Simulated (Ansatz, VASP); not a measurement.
One calculation of V, two programs

```
V
1.0
     0.00000    1.90500    1.90500
     1.90500    0.00000    1.90500
     1.90500    1.90500    0.00000
V
1
Direct
  0.00000 0.00000 0.00000
```

Alike in both runs: task relaxation of cell and atoms; functional RPBE; k mesh 14 × 14 × 14; occupations fermi-dirac, width 0.1 eV; no spin polarisation.

```csv
,VASP,Ansatz
version,VASP 6.6.1,Ansatz 0.2.0
potentials or method,"VASP PAW PBE potentials, release 64 (V_sv), cutoff 500 eV","plane waves (420 eV) with PAW, scalar-relativistic"
valence electrons in the cell,13,13
```

```tsv
	VASP	Ansatz	Ansatz less VASP
relaxed volume (Å³/atom)	14.26	14.26	-0.002
relaxed length of the cell vector where the two differ most in proportion (Å)	2.722	2.722	-0.0001
```

VASP's potentials were made for PBE, not for RPBE.
